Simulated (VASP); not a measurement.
# Ca (Pm-3m) in VASP: notebook

The runs below take Ca through single point, with BLYP.

All numbers are computed with VASP 6.6.1; they aren't measurements. Logs are shortened: lines on timing, memory, paths and dates and some standing lists are left out, and cuts for length are marked.

## (1) The cell of the first run

It takes space group Pm-3m (No. 221, cubic). Conventional cell: a = 3.422 Å, b = 3.422 Å, c = 3.422 Å, α = 90.00°, β = 90.00°, γ = 90.00°. Ca (site symmetry m-3m) has 6 Ca at 3.42 Å within 4.5 Å.

## (2) Single point, BLYP (volume scaled by 0.88)

The input, INCAR:

```
SYSTEM = Ca
PREC = Accurate
ENCUT = 520
EDIFF = 1E-6
ISMEAR = -1
SIGMA = 0.1
LREAL = .FALSE.
LASPH = .TRUE.
NELM = 60
ALGO = Normal
ISIF = 2
LWAVE = .FALSE.
LCHARG = .TRUE.
GGA = B5
ALDAX = 1.0
AGGAX = 1.0
AGGAC = 1.0
ALDAC = 0.0
LELF = .TRUE.
LVHAR = .TRUE.
NBANDS = 11
```

The input, KPOINTS:

```
Automatic mesh
0
G
  10 10 10
  0 0 0
```

The input, POSCAR:

```
Ca
1.0
    3.4223180208      0.0000000000      0.0000000000
    0.0000000000      3.4223180208      0.0000000000
    0.0000000000      0.0000000000      3.4223180208
Ca
1
Direct
    0.0000000000      0.0000000000      0.0000000000
```

Potentials or basis: VASP PAW PBE potentials, release 64 (Ca_sv).

On the command line:

```
$ cat potpaw_PBE.64/Ca_sv/POTCAR > POTCAR
$ mpirun -np 1 vasp_std > vasp.out
```

OUTCAR:

```text
SYSTEM = Ca
   PREC = Accurate
   ENCUT = 520
   EDIFF = 1E-6
   ISMEAR = -1
   LREAL = .FALSE.
   LASPH = .TRUE.
   NELM = 60
   ISIF = 2
   GGA = B5

 ion  position               nearest neighbor table
   1  0.000  0.000  0.000-

  LATTYP: Found a simple cubic cell.
 ALAT       =     3.4223180208

  Lattice vectors:

 A1 = (   3.4223180208,   0.0000000000,   0.0000000000)
 A2 = (   0.0000000000,   3.4223180208,   0.0000000000)
 A3 = (   0.0000000000,   0.0000000000,   3.4223180208)

Analysis of symmetry for initial positions (statically):
=====================================================================
 Subroutine PRICEL returns:
 Original cell was already a primitive cell.

 Routine SETGRP: Setting up the symmetry group for a
 simple cubic supercell.

 Subroutine GETGRP returns: Found 48 space group operations
 (whereof 48 operations were pure point group operations)
 out of a pool of 48 trial point group operations.

The static configuration has the point symmetry O_h .

Analysis of symmetry for dynamics (positions and initial velocities):
=====================================================================
 Subroutine PRICEL returns:
 Original cell was already a primitive cell.

 Routine SETGRP: Setting up the symmetry group for a
 simple cubic supercell.

 Subroutine GETGRP returns: Found 48 space group operations
 (whereof 48 operations were pure point group operations)
 out of a pool of 48 trial point group operations.

The dynamic configuration has the point symmetry O_h .

 Subroutine INISYM returns: Found 48 space group operations
 (whereof 48 operations are pure point group operations),
 and found     1 'primitive' translations

----------------------------------------------------------------------------------------

                                     Primitive cell

  volume of cell :      40.0831

  direct lattice vectors                    reciprocal lattice vectors
     3.422318021  0.000000000  0.000000000     0.292199613  0.000000000  0.000000000
     0.000000000  3.422318021  0.000000000     0.000000000  0.292199613  0.000000000
     0.000000000  0.000000000  3.422318021     0.000000000  0.000000000  0.292199613

  length of vectors
     3.422318021  3.422318021  3.422318021     0.292199613  0.292199613  0.292199613

  position of ions in fractional coordinates (direct lattice)
     0.000000000  0.000000000  0.000000000

  ion indices of the primitive-cell ions
   primitive index   ion index
                 1           1

----------------------------------------------------------------------------------------

 KPOINTS: Automatic mesh

Automatic generation of k-mesh.
 Grid dimensions read from file:
 generate k-points for:   10   10   10

 Generating k-lattice:

  Cartesian coordinates                     Fractional coordinates (reciprocal lattice)
     0.029219961  0.000000000  0.000000000     0.100000000  0.000000000  0.000000000
     0.000000000  0.029219961  0.000000000     0.000000000  0.100000000  0.000000000
     0.000000000  0.000000000  0.029219961     0.000000000  0.000000000  0.100000000

  Length of vectors
     0.029219961  0.029219961  0.029219961

  Shift w.r.t. Gamma in fractional coordinates (k-lattice)
     0.000000000  0.000000000  0.000000000

 Subroutine IBZKPT returns following result:
 ===========================================

 Found     56 irreducible k-points:

 Following reciprocal coordinates:
            Coordinates               Weight
  0.000000  0.000000  0.000000      1.000000
  0.100000  0.000000  0.000000      6.000000
  0.200000  0.000000  0.000000      6.000000
  0.300000  0.000000  0.000000      6.000000
  0.400000  0.000000  0.000000      6.000000
  0.500000  0.000000  0.000000      3.000000
[... 16 lines left out ...]
  0.200000  0.100000  0.100000     24.000000
  0.300000  0.100000  0.100000     24.000000
 [... further k-points ...]
   k-points           NKPTS =     56   k-points in BZ     NKDIM =     56   number of bands    NBANDS=     11
   number of dos      NEDOS =    301   number of ions     NIONS =      1
   total plane-waves  NPLWV =  21952
   dimension x,y,z NGX =    28 NGY =   28 NGZ =   28
   dimension x,y,z NGXF=    56 NGYF=   56 NGZF=   56
   ions per type =               1
   NGX,Y,Z   is equivalent  to a cutoff of  13.60, 13.60, 13.60 a.u.
   NGXF,Y,Z  is equivalent  to a cutoff of  27.20, 27.20, 27.20 a.u.
 SYSTEM =  Ca
   PREC   = accura    normal or accurate (medium, high low for compatibility)
   ISTART =      0    job   : 0-new  1-cont  2-samecut
   ICHARG =      2    charge: 1-file 2-atom 10-const
   ISPIN  =      1    spin polarized calculation?
   LNONCOLLINEAR =      F non collinear calculations
   LSORBIT =      F    spin-orbit coupling
   LASPH  =      T    aspherical Exc in radial PAW
   ENCUT  =  520.0 eV  38.22 Ry    6.18 a.u.   6.36  6.36  6.36*2*pi/ulx,y,z
   NELM   =     60;   NELMIN=  2; NELMDL= -5     # of ELM steps
   EDIFF  = 0.1E-05   stopping-criterion for ELM
   LREAL  =      F    real-space projection
   EDIFFG = 0.1E-04   stopping-criterion for IOM
   NSW    =      0    number of steps for IOM
   IBRION =     -1    ionic relax: 0-MD 1-quasi-New 2-CG
   NFREE  =      0    steps in history (QN), initial steepest desc. (CG)
   ISIF   =      2    stress and relaxation
   ISYM   =      2    0-nonsym 1-usesym 2-fastsym
   POTIM  = 0.5000    time-step for ionic-motion
   TEBEG  =    0.0;   TEEND  =   0.0 temperature during run
   PSTRESS=    0.0 pullay stress
   NELECT =      10.0000    total number of electrons
   NUPDOWN=      -1.0000    fix difference up-down
   EMIN   =  10.00;   EMAX   =-10.00  energy-range for DOS
   EFERMI =   0.00;   METHOD = LEGACY
   ISMEAR =    -1;   SIGMA  =   0.10  broadening in eV -4-tet -1-fermi 0-gaus
   EFERMI_NEDOS =   21; number of points for ismear=-14 and -15
   IALGO  =     38    algorithm
   IMIX   =      4    mixing-type and parameters
     AMIX     =   0.40;   BMIX     =  1.00
     AMIX_MAG =   1.60;   BMIX_MAG =  1.00
  volume/ion in A,a.u.               =      40.08       270.49
  Fermi-wavevector in a.u.,A,eV,Ry     =   1.030594  1.947541 14.451087  1.062125
  Thomas-Fermi vector in A             =   2.164700
   LORBIT       =      0    0 simple, 1 ext, 2 COOP (PROOUT), +10 PAW based schemes
   GGA     = B5    functional components
   LHFCALC =     F    Hartree Fock is set to
   AEXX    =    0.0000 exact exchange contribution
   IVDW    =     0    specifies the selected vdW correction
   LEPSILON=     F    determine dielectric tensor
   LRPA    =     F    only Hartree local field effects (RPA)
 non-spin polarized calculation
  energy-cutoff  :      520.00
  volume of cell :       40.08
 maximum number of plane-waves:      1108
 NGX is ok and might be reduce to    28
   NGX = 13   NGY = 13   NGZ = 13

 number of electron      10.0000001 magnetization

 Free energy of the ion-electron system (eV)
  ---------------------------------------------------
  ext. energy  EPLUGINS =         0.00000000
  ---------------------------------------------------
  free energy    TOTEN  =        -0.87963031 eV

  energy without entropy =       -0.85159187  energy(sigma->0) =       -0.86561109

 E-fermi :   2.4941     XC(G=0):  -7.4363

 val. band max:        2.4784585366   @ k =   0.4000   0.4000   0.3000
 cond. band min:       2.5738825176   @ k =   0.5000   0.4000   0.3000
 fundamental gap:      0.0954239810
 Fermi energy:         2.4941417908

 k-point     1 :       0.0000    0.0000    0.0000
  band No.  band energies     occupation
      1     -39.5503      2.00000
      2     -20.5384      2.00000
      3     -20.5384      2.00000
      4     -20.5384      2.00000
      5      -1.3930      2.00000
      6       3.2014      0.00169
      7       3.2014      0.00169
      8       6.5904      0.00000
      9       6.5904      0.00000
     10       6.5904      0.00000
     11      11.6114      0.00000

 k-point     2 :       0.1000    0.0000    0.0000
  band No.  band energies     occupation
      1     -39.5479      2.00000
      2     -20.5649      2.00000
      3     -20.5362      2.00000
      4     -20.5362      2.00000
      5      -1.2424      2.00000
      6       3.2458      0.00109
      7       3.2602      0.00094
      8       6.4270      0.00000
      9       6.4270      0.00000
     10       6.6017      0.00000
     11      10.6976      0.00000

 k-point     3 :       0.2000    0.0000    0.0000
  band No.  band energies     occupation
      1     -39.5415      2.00000
      2     -20.6336      2.00000
      3     -20.5303      2.00000
      4     -20.5303      2.00000
      5      -0.8071      2.00000
      6       3.3570      0.00036
      7       3.3662      0.00033
      8       6.0533      0.00000
      9       6.0533      0.00000
     10       6.6313      0.00000
     11       9.2954      0.00000

 k-point     4 :       0.3000    0.0000    0.0000
  band No.  band energies     occupation
      1     -39.5336      2.00000
      2     -20.7172      2.00000
      3     -20.5230      2.00000
      4     -20.5230      2.00000
      5      -0.1334      2.00000
      6       3.2492      0.00105
      7       3.5246      0.00007
      8       5.6644      0.00000
      9       5.6644      0.00000
     10       6.6684      0.00000
     11       8.3124      0.00000

 k-point     5 :       0.4000    0.0000    0.0000
  band No.  band energies     occupation
      1     -39.5272      2.00000
      2     -20.7839      2.00000
      3     -20.5171      2.00000
      4     -20.5171      2.00000
      5       0.6981      2.00000
      6       2.7222      0.18547
      7       3.6617      0.00002
      8       5.3894      0.00000
      9       5.3894      0.00000
     10       6.6987      0.00000
     11       7.9519      0.00000
[... 211 lines left out ...]
 k-point    21 :       0.5000    0.5000    0.0000
  band No.  band energies     occupation
      1     -39.5000      2.00000
      2     -20.7730      2.00000
      3     -20.7730      2.00000
      4     -20.4924      2.00000
      5       1.9682      1.98966
      6       3.3974      0.00024
      7       5.1751      0.00000
      8       5.1751      0.00000
      9       5.5995      0.00000
     10       5.5995      0.00000
     11       7.3615      0.00000

 k-point    22 :       0.1000    0.1000    0.1000
  band No.  band energies     occupation
      1     -39.5431      2.00000
      2     -20.5628      2.00000
      3     -20.5589      2.00000
      4     -20.5589      2.00000
      5      -0.9453      2.00000
      6       3.3657      0.00033
      7       3.3657      0.00033
      8       6.1748      0.00000
      9       6.3056      0.00000
     10       6.3056      0.00000
     11      11.0524      0.00000

 k-point    23 :       0.2000    0.1000    0.1000
  band No.  band energies     occupation
      1     -39.5367      2.00000
      2     -20.6284      2.00000
      3     -20.5552      2.00000
      4     -20.5528      2.00000
      5      -0.5191      2.00000
      6       3.4891      0.00010
      7       3.4921      0.00009
      8       5.8180      0.00000
      9       5.8930      0.00000
     10       6.3272      0.00000
     11       9.7419      0.00000

 k-point    24 :       0.3000    0.1000    0.1000
  band No.  band energies     occupation
      1     -39.5289      2.00000
      2     -20.7112      2.00000
      3     -20.5475      2.00000
      4     -20.5452      2.00000
      5       0.1393      2.00000
      6       3.3827      0.00028
      7       3.6589      0.00002
      8       5.4562      0.00000
      9       5.5547      0.00000
     10       6.3789      0.00000
     11       8.6395      0.00000

 [... further k-points ...]

------------------------ aborting loop because EDIFF is reached ----------------------------------------

  FORCE on cell =-STRESS in cart. coord.  units (eV):
  Direction    XX          YY          ZZ          XY          YZ          ZX
  --------------------------------------------------------------------------------------
  -------------------------------------------------------------------------------------
  Total        0.3185275      0.3185275      0.3185275      0.0000000      0.0000000     -0.0000000
  in kB       12.7319944     12.7319944     12.7319944      0.0000000      0.0000000     -0.0000000
  external PRESSURE =      12.7319944 kB  Pullay stress =       0.0000000 kB

 VOLUME and BASIS-vectors are now :
 -----------------------------------------------------------------------------
  energy-cutoff  :      520.00
  volume of cell :       40.08
      direct lattice vectors                 reciprocal lattice vectors
     3.422318021  0.000000000  0.000000000     0.292199613  0.000000000  0.000000000
     0.000000000  3.422318021  0.000000000     0.000000000  0.292199613  0.000000000
     0.000000000  0.000000000  3.422318021     0.000000000  0.000000000  0.292199613

 POSITION                                       TOTAL-FORCE (eV/Angst)
 -----------------------------------------------------------------------------------
      0.00000      0.00000      0.00000         0.000000      0.000000      0.000000
 -----------------------------------------------------------------------------------
    total drift:                               -0.000000     -0.000000     -0.000000

  FREE ENERGIE OF THE ION-ELECTRON SYSTEM (eV)
  ---------------------------------------------------
  free  energy   TOTEN  =        -0.8796303136 eV

  energy  without entropy=       -0.8515918731  energy(sigma->0) =       -0.86561109
```

Wall time 61 s (1 thread of AMD EPYC 7R13, shared host); peak memory 0.14 GiB.

What came out:

```
Free energy            : -0.8796 eV
Pressure               : 1.3 GPa
Band gap on the k mesh : zero (band 5 reaches 3.04 eV, above the bottom of band 6 at 2.11 eV)
```

Caveat: the cell differs from its parent crystal (volume scaled by 0.88); the PAW data sets were made with another functional, which shifts forces and pressure a little.

## (3) Single point, BLYP (volume scaled by 0.92)

The input, INCAR:

```
PREC = Accurate
ENCUT = 520
EDIFF = 1E-7
ISMEAR = -1
SIGMA = 0.1
LREAL = F
LASPH = T
NELM = 100
ALGO = Normal
ISIF = 2
LWAVE = F
LCHARG = T
GGA = B5
ALDAX = 1.0
AGGAX = 1.0
AGGAC = 1.0
ALDAC = 0.0
LELF = T
LVHAR = T
NBANDS = 11
```

The input, KPOINTS:

```
regular mesh
0
Gamma
  10 10 10
```

The input, POSCAR:

```
Ca
1.0
    3.4734049260      0.0000000000      0.0000000000
    0.0000000000      3.4734049260      0.0000000000
    0.0000000000      0.0000000000      3.4734049260
Ca
1
Direct
    0.0000000000      0.0000000000      0.0000000000
```

Potentials or basis: VASP PAW PBE potentials, release 64 (Ca_sv).

On the command line:

```
$ cat potpaw_PBE.64/Ca_sv/POTCAR > POTCAR
$ mpirun -np 1 vasp_std > vasp.out
```

Run time: 64 s. Hardware: 1 thread of AMD EPYC 7R13, shared host; peak memory 0.14 GiB.

It converged, with:

```yaml
Free_energy: -0.8912 eV
Pressure: 0.7 GPa
Band_gap_on_the_k_mesh: zero (band 5 reaches 2.88 eV, above the bottom of band 6 at 1.95 eV)
```

Levels at points of the mesh, in eV from the Fermi level:
| k point | band 2 | band 3 | band 4 | band 5 | band 6 | band 7 | band 8 | band 9 |
| --- | --- | --- | --- | --- | --- | --- | --- | --- |
| (0.00, 0.00, 0.00) | -23.12 | -23.12 | -23.12 | -3.83 | 0.70 | 0.70 | 3.94 | 3.94 |
| (0.50, 0.00, 0.00) | -23.36 | -23.10 | -23.10 | -1.19 | -0.37 | 1.19 | 2.71 | 2.71 |
| (0.50, 0.50, 0.00) | -23.33 | -23.33 | -23.08 | -0.46 | 0.84 | 2.52 | 2.52 | 3.00 |
| (0.50, 0.50, 0.50) | -23.30 | -23.30 | -23.30 | 0.56 | 0.56 | 0.56 | 4.74 | 4.74 |

Caveat: the cell differs from its parent crystal (volume scaled by 0.92); the PAW data sets were made with another functional, which shifts forces and pressure a little.

## (4) Single point, BLYP

This run uses another cell than the first one, of 45.55 Å³/atom, 1.136 times its volume.

The input, INCAR:

```
SYSTEM = Ca
AGGAC    = 1.0          
AGGAX    = 1.0          
ALDAC    = 0.0          
ALDAX    = 1.0          
ALGO     = Normal         ! electronic algorithm
EDIFF    = 1E-6           ! SCF threshold, eV
ENCUT    = 520            ! plane-wave cutoff, eV
GGA      = B5             ! functional
ISIF     = 2              ! what is computed and relaxed
ISMEAR   = -1             ! smearing method
LASPH    = .TRUE.         ! aspherical terms in the spheres
LCHARG   = .FALSE.        ! write CHGCAR
LREAL    = .FALSE.        ! projectors in reciprocal space
LWAVE    = .FALSE.        ! write WAVECAR
NBANDS   = 11             ! bands
NELM     = 60             ! most SCF steps
PREC     = Accurate       ! precision mode
SIGMA    = 0.1            ! smearing width, eV
```

The input, KPOINTS:

```
k-points
0
G
  10 10 10
  0 0 0
```

The input, POSCAR:

```
Ca
1.0
    3.5712984073      0.0000000000      0.0000000000
    0.0000000000      3.5712984073      0.0000000000
    0.0000000000      0.0000000000      3.5712984073
Ca
1
Direct
    0.0000000000      0.0000000000      0.0000000000
```

On the command line:

```
$ cat potpaw_PBE.64/Ca_sv/POTCAR > POTCAR
$ mpirun -np 1 vasp_std > vasp.out
```

Run time: 59 s. Hardware: 1 thread of AMD EPYC 7R13, shared host; peak memory 0.14 GiB.

It converged, with:

```
Free energy            : -0.8989 eV
Pressure               : -0.1 GPa
Band gap on the k mesh : zero (band 5 reaches 2.61 eV, above the bottom of band 6 at 1.61 eV)
```

Levels at points of the mesh, in eV from the Fermi level:
| k point | band 3 | band 4 | band 5 | band 6 | band 7 | band 8 |
| --- | --- | --- | --- | --- | --- | --- |
| (0.00, 0.00, 0.00) | -23.29 | -23.29 | -3.73 | 0.69 | 0.69 | 3.67 |
| (0.50, 0.00, 0.00) | -23.27 | -23.27 | -1.25 | -0.40 | 1.14 | 2.56 |
| (0.50, 0.50, 0.00) | -23.45 | -23.26 | -0.33 | 0.71 | 2.26 | 2.26 |
| (0.50, 0.50, 0.50) | -23.42 | -23.42 | 0.59 | 0.59 | 0.59 | 4.39 |

Caveat: the PAW data sets were made with another functional, which shifts forces and pressure a little.

## (5) Single point, BLYP (volume scaled by 1.08)

The input, INCAR:

```
  AGGAC = 1.0
  AGGAX = 1.0
  ALDAC = 0.0
  ALDAX = 1.0
  ALGO = Normal
  EDIFF = 1E-7
  ENCUT = 520
  GGA = B5
  ISIF = 2
  ISMEAR = -1
  LASPH = True
  LCHARG = True
  LELF = True
  LREAL = False
  LVHAR = True
  LWAVE = False
  NBANDS = 11
  NELM = 60
  PREC = Accurate
  SIGMA = 0.1
```

The input, KPOINTS:

```
k-points
0
Gamma
  10 10 10
```

The input, POSCAR:

```
Ca
1.0
    3.6641006249      0.0000000000      0.0000000000
    0.0000000000      3.6641006249      0.0000000000
    0.0000000000      0.0000000000      3.6641006249
Ca
1
Direct
    0.0000000000      0.0000000000      0.0000000000
```

On the command line:

```
$ cat potpaw_PBE.64/Ca_sv/POTCAR > POTCAR
$ mpirun -np 1 vasp_std > vasp.out
```

Run time: 61 s. Hardware: 1 thread of AMD EPYC 7R13, shared host; peak memory 0.14 GiB.

Results (log left out):

```yaml
Free_energy: -0.8919 eV
Pressure: -0.6 GPa
Band_gap_on_the_k_mesh: zero (band 5 reaches 2.37 eV, above the bottom of band 6 at 1.33 eV)
```

Levels at points of the mesh, in eV from the Fermi level:
| k point | band 3 | band 4 | band 5 | band 6 | band 7 | band 8 |
| --- | --- | --- | --- | --- | --- | --- |
| (0.00, 0.00, 0.00) | -23.44 | -23.44 | -3.62 | 0.67 | 0.67 | 3.42 |
| (0.50, 0.00, 0.00) | -23.43 | -23.43 | -1.30 | -0.42 | 1.08 | 2.41 |
| (0.50, 0.50, 0.00) | -23.56 | -23.42 | -0.23 | 0.60 | 2.03 | 2.03 |
| (0.50, 0.50, 0.50) | -23.55 | -23.55 | 0.62 | 0.62 | 0.62 | 4.08 |

Caveat: the cell differs from its parent crystal (volume scaled by 1.08); the PAW data sets were made with another functional, which shifts forces and pressure a little.

## (6) The runs side by side

| cell | gap on the mesh (eV) | pressure (GPa) |
| --- | --- | --- |
| a = 3.422 Å, 1 atom | none | 1.3 |
| a = 3.473 Å, 1 atom | none | 0.7 |
| a = 3.571 Å, 1 atom | none | -0.1 |
| a = 3.664 Å, 1 atom | none | -0.6 |

Alike in all rows: task single point; level BLYP; potentials or basis VASP PAW PBE potentials, release 64 (Ca_sv); no spin polarisation; k mesh 10 × 10 × 10; cutoff (eV) 520; smearing fermi-dirac 0.1 eV.

Caveats: the PAW data sets were made with another functional, which shifts forces and pressure a little.

Total energies depend on the potentials used, so only differences within one code and one set of settings carry meaning.
